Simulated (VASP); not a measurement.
# Hf in VASP: notebook, part 2 of 2

VASP 6.6.1. The steps go on from the part before.

## (5) Single point, LDA (functional LDA, strained)

File INCAR:

```
PREC = Accurate
ENCUT = 520
EDIFF = 1E-6
ISMEAR = 0
SIGMA = 0.1
LREAL = False
LASPH = True
NELM = 60
ALGO = Fast
ISIF = 2
LWAVE = False
LCHARG = False
NBANDS = 11
```

File KPOINTS:

```
Automatic mesh
0
Gamma
  16 16 16
```

File POSCAR:

```
Hf
1.0
    0.0000000000      2.2695726000      2.2695726000
    2.2695726000      0.0000000000      2.2695726000
    2.2695726000      2.2695726000      0.0000000000
Hf
1
Direct
    0.0000000000      0.0000000000      0.0000000000
```

Potentials or basis: VASP PAW LDA potentials, release 64 (Hf_pv).

The run is started by

```console
> cat potpaw_LDA.64/Hf_pv/POTCAR > POTCAR
> mpirun -np 1 vasp_std > vasp.out
```

OUTCAR:

```text
PREC = Accurate
   ENCUT = 520
   EDIFF = 1E-6
   ISMEAR = 0
   LREAL = False
   LASPH = True
   NELM = 60
   ISIF = 2

 ion  position               nearest neighbor table
   1  0.000  0.000  0.000-

  LATTYP: Found a face centered cubic cell.
 ALAT       =     4.5391452000

  Lattice vectors:

 A1 = (   0.0000000000,   2.2695726000,   2.2695726000)
 A2 = (   2.2695726000,   0.0000000000,   2.2695726000)
 A3 = (   2.2695726000,   2.2695726000,   0.0000000000)

Analysis of symmetry for initial positions (statically):
=====================================================================
 Subroutine PRICEL returns:
 Original cell was already a primitive cell.

 Routine SETGRP: Setting up the symmetry group for a
 face centered cubic supercell.

 Subroutine GETGRP returns: Found 48 space group operations
 (whereof 48 operations were pure point group operations)
 out of a pool of 48 trial point group operations.

The static configuration has the point symmetry O_h .

Analysis of symmetry for dynamics (positions and initial velocities):
=====================================================================
 Subroutine PRICEL returns:
[... 159 lines left out ...]
 cond. band min:       4.3166304927   @ k =   0.5000   0.3125   0.1250
 fundamental gap:      0.0043424613
 Fermi energy:         4.3145769500

 k-point     1 :       0.0000    0.0000    0.0000
  band No.  band energies     occupation
      1     -25.7129      2.00000
      2     -25.7129      2.00000
      3     -25.7129      2.00000
      4      -2.6884      2.00000
      5       5.6132      0.00000
      6       5.6132      0.00000
      7       5.6132      0.00000
      8       8.2037      0.00000
      9       8.2037      0.00000
     10      15.5900      0.00000
     11      16.2613      0.00000
[... 309 lines left out ...]
 k-point    24 :      -0.0625    0.0625    0.0000
  band No.  band energies     occupation
      1     -25.7820      2.00000
      2     -25.7332      2.00000
      3     -25.7179      2.00000
      4      -2.3439      2.00000
      5       5.2806      0.00000
      6       5.7720      0.00000
      7       5.7858      0.00000
      8       7.8922      0.00000
      9       8.1977      0.00000
     10      16.3299      0.00000
     11      18.1126      0.00000

 [... further k-points ...]
[... 5 lines left out ...]
  --------------------------------------------------------------------------------------
  -------------------------------------------------------------------------------------
  Total       -1.6614600     -1.6614600     -1.6614600      0.0000000      0.0000000     -0.0000000
  in kB     -113.8513616   -113.8513616   -113.8513616      0.0000000      0.0000000     -0.0000000
  external PRESSURE =    -113.8513616 kB  Pullay stress =       0.0000000 kB

 VOLUME and BASIS-vectors are now :
 -----------------------------------------------------------------------------
  energy-cutoff  :      520.00
  volume of cell :       23.38
      direct lattice vectors                 reciprocal lattice vectors
     0.000000000  2.269572600  2.269572600    -0.220305797  0.220305797  0.220305797
     2.269572600  0.000000000  2.269572600     0.220305797 -0.220305797  0.220305797
     2.269572600  2.269572600  0.000000000     0.220305797  0.220305797 -0.220305797

 POSITION                                       TOTAL-FORCE (eV/Angst)
 -----------------------------------------------------------------------------------
      0.00000      0.00000      0.00000         0.000000     -0.000000      0.000000
 -----------------------------------------------------------------------------------
    total drift:                                0.000000      0.000000      0.000000

  FREE ENERGIE OF THE ION-ELECTRON SYSTEM (eV)
  ---------------------------------------------------
  free  energy   TOTEN  =       -10.5319323566 eV

  energy  without entropy=      -10.5219374646  energy(sigma->0) =      -10.52693491
```

OSZICAR:

```text
N       E                     dE             d eps       ncg     rms          rms(c)
DAV:   1     0.118447351247E+02    0.11845E+02   -0.57030E+03  3198   0.832E+02
DAV:   2    -0.105077948054E+02   -0.22353E+02   -0.21625E+02  4168   0.151E+02
DAV:   3    -0.109333683086E+02   -0.42557E+00   -0.42123E+00  4039   0.142E+01
DAV:   4    -0.109350189738E+02   -0.16507E-02   -0.16504E-02  3682   0.107E+00
DAV:   5    -0.109350288760E+02   -0.99022E-05   -0.99020E-05  4088   0.727E-02    0.446E+01
RMM:   6    -0.106330093449E+02    0.30202E+00   -0.20186E-01  3295   0.284E+00    0.258E+01
RMM:   7    -0.105364211750E+02    0.96588E-01   -0.37702E-01  3555   0.396E+00    0.120E+00
RMM:   8    -0.105317520198E+02    0.46692E-02   -0.25887E-02  3501   0.124E+00    0.643E-01
RMM:   9    -0.105319105984E+02   -0.15858E-03   -0.25734E-03  4254   0.406E-01    0.818E-02
RMM:  10    -0.105319287185E+02   -0.18120E-04   -0.34579E-04  4288   0.153E-01    0.383E-02
RMM:  11    -0.105319317930E+02   -0.30746E-05   -0.56979E-05  4162   0.601E-02    0.594E-03
RMM:  12    -0.105319323566E+02   -0.56357E-06   -0.67505E-06  3924   0.213E-02
   1 F= -.10531932E+02 E0= -.10526935E+02  d E =-.999489E-02
```

It took 13 s on 1 thread of Intel Xeon Platinum 8488C (Sapphire Rapids), shared host; peak memory 0.15 GiB.

Results:

* Free energy: -10.5319 eV
* Pressure: -11.4 GPa
* Band gap on the k mesh: zero (band 5 reaches 5.61 eV, above the bottom of band 6 at 3.94 eV)

Caveat: the cell differs from its parent crystal (functional LDA, strained); spin-orbit coupling is left out, which moves the levels of the heavy elements.

## (6) Summary

```csv
level,potentials or basis,cell,k mesh,gap on the mesh (eV),pressure (GPa)
PBEsol,"VASP PAW PBE potentials, release 64 (Hf_pv)","a = 3.126 Å, angles 60.0°, 1 atom",16 × 16 × 16,none,-0.7
PBEsol,"VASP PAW PBE potentials, release 64 (Hf_pv)","a = 3.289 Å, angles 60.0°, 1 atom",16 × 16 × 16,none,-13.2
PBEsol,"VASP PAW PBE potentials, release 64 (Hf_pv)","a = 3.174, b = 3.174, c = 3.148 Å, angles 60.3, 60.3, 60.8°, 1 atom",14 × 14 × 14,none,-5.2
LDA,"VASP PAW LDA potentials, release 64 (Hf_pv)","a = 3.210 Å, angles 60.0°, 1 atom",16 × 16 × 16,none,-11.4
```

Alike in all rows: task single point; no spin polarisation; cutoff (eV) 520; smearing gaussian 0.1 eV.

Caveats: spin-orbit coupling is left out, which moves the levels of the heavy elements; the PAW data sets were made with another functional, which shifts forces and pressure a little (some runs).

Total energies depend on the potentials used, so only differences within one code and one set of settings carry meaning.
